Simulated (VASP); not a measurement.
# NaSnS3 (R-3c) in VASP: notebook, part 2 of 2

VASP 6.6.1. Earlier steps stand in the parts before.

## 4. Single point, PBE

This run uses another cell than the first one, of 23.06 Å³/atom.

The input, INCAR:

```
ALGO = Normal
EDIFF = 1E-6
ENCUT = 520
GGA = PE
ISIF = 2
ISMEAR = 0
LASPH = True
LCHARG = False
LREAL = False
LWAVE = False
NBANDS = 50
NELM = 60
PREC = Accurate
SIGMA = 0.1
```

The input, KPOINTS:

```
k-points
0
Gamma
  6 6 6
```

The input, POSCAR:

```
NaSnS3
1.0
    3.6121803616      2.0854933041      5.1015048006
   -3.6121803616      2.0854933041      5.1015048006
    0.0000000000     -4.1709866082      5.1015048006
Na Sn S
2 2 6
Direct
    0.7500000000      0.7500000000      0.7500000000
    0.2500000000      0.2500000000      0.2500000000
    0.5000000000      0.5000000000      0.5000000000
    0.0000000000      0.0000000000      0.0000000000
    0.1344310772      0.3655689228      0.7500000000
    0.3655689228      0.7500000000      0.1344310772
    0.8655689228      0.6344310772      0.2500000000
    0.2500000000      0.8655689228      0.6344310772
    0.6344310772      0.2500000000      0.8655689228
    0.7500000000      0.1344310772      0.3655689228
```

Potentials or basis: VASP PAW PBE potentials, release 64 (Na_pv, Sn_d, S).

Launch:

```sh
$ cat potpaw_PBE.64/Na_pv/POTCAR potpaw_PBE.64/Sn_d/POTCAR potpaw_PBE.64/S/POTCAR > POTCAR
$ mpirun -np 1 vasp_std > vasp.out
```

OUTCAR:

```text
EDIFF = 1E-6
   ENCUT = 520
   GGA = PE
   ISIF = 2
   ISMEAR = 0
   LASPH = True
   LREAL = False
   NELM = 60
   PREC = Accurate

 ion  position               nearest neighbor table
   1  0.750  0.750  0.750-   6 2.78  10 2.78   5 2.78
   2  0.250  0.250  0.250-   8 2.78   9 2.78   7 2.78
   3  0.500  0.500  0.500-   5 2.58   7 2.58   6 2.58   9 2.58   8 2.58  10 2.58
   4  0.000  0.000  0.000-   5 2.58   7 2.58   8 2.58  10 2.58   9 2.58   6 2.58
   5  0.134  0.366  0.750-   3 2.58   4 2.58   1 2.78
   6  0.366  0.750  0.134-   3 2.58   4 2.58   1 2.78
   7  0.866  0.634  0.250-   3 2.58   4 2.58   2 2.78
   8  0.250  0.866  0.634-   4 2.58   3 2.58   2 2.78
   9  0.634  0.250  0.866-   3 2.58   4 2.58   2 2.78
  10  0.750  0.134  0.366-   4 2.58   3 2.58   1 2.78

  LATTYP: Found a trigonal (rhomboedric) cell.
 ALAT       =     6.5895736218
 COS(alpha) =     0.3990280238

  Lattice vectors:

 A1 = (   3.6121803616,   2.0854933041,   5.1015048006)
 A2 = (  -3.6121803616,   2.0854933041,   5.1015048006)
[... 195 lines left out ...]
 E-fermi :   3.2262     XC(G=0):  -9.0870

 val. band max:        3.2260792694   @ k =   0.5000   0.1667   0.1667
 cond. band min:       3.2387353870   @ k =  -0.3333   0.3333   0.0000
 fundamental gap:      0.0126561176
 Fermi energy:         3.2262103330

 k-point     1 :       0.0000    0.0000    0.0000
  band No.  band energies     occupation
      1     -19.2820      2.00000
      2     -19.2811      2.00000
      3     -19.2548      2.00000
      4     -19.2548      2.00000
      5     -19.2533      2.00000
      6     -19.2533      2.00000
[... 1261 lines left out ...]
     49       9.9298      0.00000
     50      10.5008      0.00000

 [... further k-points ...]
[... 5 lines left out ...]
  --------------------------------------------------------------------------------------
  -------------------------------------------------------------------------------------
  Total       -0.1304816     -0.1304816     -0.1093070      0.0000000      0.0000000      0.0000000
  in kB       -0.9066339     -0.9066339     -0.7595053      0.0000000      0.0000000      0.0000000
  external PRESSURE =      -0.8575910 kB  Pullay stress =       0.0000000 kB

 VOLUME and BASIS-vectors are now :
 -----------------------------------------------------------------------------
  energy-cutoff  :      520.00
  volume of cell :      230.58
      direct lattice vectors                 reciprocal lattice vectors
     3.612180362  2.085493304  5.101504801     0.138420552  0.079917143  0.065340198
    -3.612180362  2.085493304  5.101504801    -0.138420552  0.079917143  0.065340198
     0.000000000 -4.170986608  5.101504801     0.000000000 -0.159834286  0.065340198

 POSITION                                       TOTAL-FORCE (eV/Angst)
 -----------------------------------------------------------------------------------
      0.00000      0.00000     11.47839        -0.000000     -0.000000     -0.000000
      0.00000      0.00000      3.82613        -0.000000     -0.000000     -0.000000
      0.00000      0.00000      7.65226        -0.000000     -0.000000     -0.000000
      0.00000      0.00000      0.00000        -0.000000     -0.000000     -0.000000
     -0.83491     -2.08549      6.37688         0.005396     -0.000000      0.000000
     -1.38863      1.76580      6.37688        -0.002698     -0.004673     -0.000000
      0.83491      2.08549      8.92763        -0.005396     -0.000000     -0.000000
     -2.22355     -0.31969      8.92763         0.002698     -0.004673     -0.000000
      1.38863     -1.76580      8.92763         0.002698      0.004673     -0.000000
      2.22355      0.31969      6.37688        -0.002698      0.004673     -0.000000
 -----------------------------------------------------------------------------------
    total drift:                                0.000000      0.000000      0.000000

  FREE ENERGIE OF THE ION-ELECTRON SYSTEM (eV)
  ---------------------------------------------------
  free  energy   TOTEN  =       -37.9783110047 eV

  energy  without entropy=      -37.9313983384  energy(sigma->0) =      -37.95485467
```

OSZICAR:

```text
N       E                     dE             d eps       ncg     rms          rms(c)
DAV:   1     0.848218464224E+03    0.84822E+03   -0.35094E+04  3290   0.178E+03
DAV:   2     0.107406161327E+03   -0.74081E+03   -0.71001E+03  3240   0.499E+02
DAV:   3    -0.299126875048E+02   -0.13732E+03   -0.13295E+03  3920   0.190E+02
DAV:   4    -0.390370831288E+02   -0.91244E+01   -0.89485E+01  3816   0.493E+01
DAV:   5    -0.393977971929E+02   -0.36071E+00   -0.35998E+00  4440   0.102E+01    0.115E+01
DAV:   6    -0.380169340232E+02    0.13809E+01   -0.23653E+00  4360   0.110E+01    0.827E+00
DAV:   7    -0.379791476262E+02    0.37786E-01   -0.83239E-01  4288   0.364E+00    0.325E+00
DAV:   8    -0.379780133603E+02    0.11343E-02   -0.11516E-01  4144   0.243E+00    0.540E-01
DAV:   9    -0.379780110176E+02    0.23428E-05   -0.13485E-02  4184   0.984E-01    0.173E-01
DAV:  10    -0.379781308921E+02   -0.11987E-03   -0.14592E-03  4256   0.268E-01    0.585E-02
DAV:  11    -0.379783041577E+02   -0.17327E-03   -0.36098E-04  4304   0.893E-02    0.392E-02
DAV:  12    -0.379783104218E+02   -0.62641E-05   -0.23416E-05  3800   0.248E-02    0.136E-02
DAV:  13    -0.379783110047E+02   -0.58291E-06   -0.56186E-06  3432   0.179E-02
   1 F= -.37978311E+02 E0= -.37954855E+02  d E =-.469127E-01
```

Run time: 3.3 min. Hardware: 1 thread of Intel Xeon 6975P-C (Granite Rapids), shared host; peak memory 0.52 GiB.

What came out:

```yaml
Free_energy: -37.9783 eV
Pressure: -0.1 GPa
Largest_force: 0.005 eV/Å
Band_gap_on_the_k_mesh: zero (bands 39 and 40 overlap by 0.79 eV)
```

Forces in eV/Å, atoms in the order of the input:
```
Na   0.000  0.000  0.000
Na   0.000  0.000  0.000
Sn   0.000  0.000  0.000
Sn   0.000  0.000  0.000
S    0.005  0.000  0.000
S   -0.003 -0.005  0.000
S   -0.005  0.000  0.000
S    0.003 -0.005  0.000
S    0.003  0.005  0.000
S   -0.003  0.005  0.000
```

Levels at points of the mesh, in eV from the Fermi level:
```tsv
k point	band 37	band 38	band 39	band 40	band 41	band 42
(0.00, 0.00, 0.00)	-0.21	0.12	0.12	0.38	0.89	3.15
(0.50, 0.00, 0.00)	-0.49	-0.49	0.18	0.18	1.60	1.60
(0.50, 0.50, 0.00)	-0.60	-0.34	-0.19	0.08	1.65	2.44
(0.50, 0.50, 0.50)	-0.60	-0.60	-0.60	-0.60	1.46	1.46
```

Caveat: spin-orbit coupling is left out, which moves the levels of the heavy elements.

## 5. Summary

```tsv
task	cell	k mesh	cutoff (eV)	gap on the mesh (eV)	pressure (GPa)	largest force (eV/Å)
single point	a = 6.581 Å, angles 66.6°, 10 atoms, atomic positions A	3 × 3 × 3	520	none	0.1	-
relaxation of cell and atoms	relaxed from a = 6.273 Å, angles 60.1°, 10 atoms, atomic positions B	3 × 3 × 3	600	none	-0.1	0.03
single point	a = 6.590 Å, angles 66.5°, 10 atoms, atomic positions C	6 × 6 × 6	520	none	-0.1	0.01
```

Alike in all rows: level PBE; potentials or basis VASP PAW PBE potentials, release 64 (Na_pv, Sn_d, S); no spin polarisation; smearing gaussian 0.1 eV.

Caveats: some runs use coarse meshes; spin-orbit coupling is left out, which moves the levels of the heavy elements; the volume moved by over 15 % at a fixed basis, so the end points are rough (at least some runs).

Absolute energies hang on the potentials; compare differences alone.

The gap in the log of VASP goes by the Fermi energy; the results here count the filled bands.